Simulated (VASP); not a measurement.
HfN, 2 atoms in the cell. Symmetry: Pm-3m, No. 221, cubic system. Conventional cell: a = 2.825 Å, b = 2.825 Å, c = 2.825 Å, α = 90.00°, β = 90.00°, γ = 90.00°. Within 3.2 Å of Hf (site symmetry m-3m) lie 8 N at 2.45 Å and 6 Hf at 2.83 Å. Within 3.2 Å of N (site symmetry m-3m) lie 8 Hf at 2.45 Å and 6 N at 2.83 Å. 

* Program: VASP 6.6.1
* Task: single point
* Functional: LDA
* Potentials or basis: VASP PAW LDA potentials, release 64 (Hf_pv, N)
* Cutoff: 520 eV
* k mesh: 9 × 9 × 9
* Occupations: fermi-dirac, width 0.05 eV
* Spin: no spin polarisation
* Hubbard terms: Hf d U = 4.0 eV
* Dipole correction: no
* Further INCAR settings: ALGO = Normal; EDIFF = 1e-07; NBANDS = 14

Potentials or basis: VASP PAW LDA potentials, release 64 (Hf_pv, N).

Launch:

```bash
$ cat potpaw_LDA.64/Hf_pv/POTCAR potpaw_LDA.64/N/POTCAR > POTCAR
$ mpirun -np 1 vasp_std > vasp.out
```

Hardware: 1 thread of Intel(R) Xeon(R) 6975P-C (Granite Rapids), with other jobs on the host.

Question: Estimate the wall time of this run.

Answer: Wall time 4 s on 1 thread of Intel(R) Xeon(R) 6975P-C (Granite Rapids) (shared host), peak memory 0.13 GiB. Counts: scf iterations 14, k points 35.
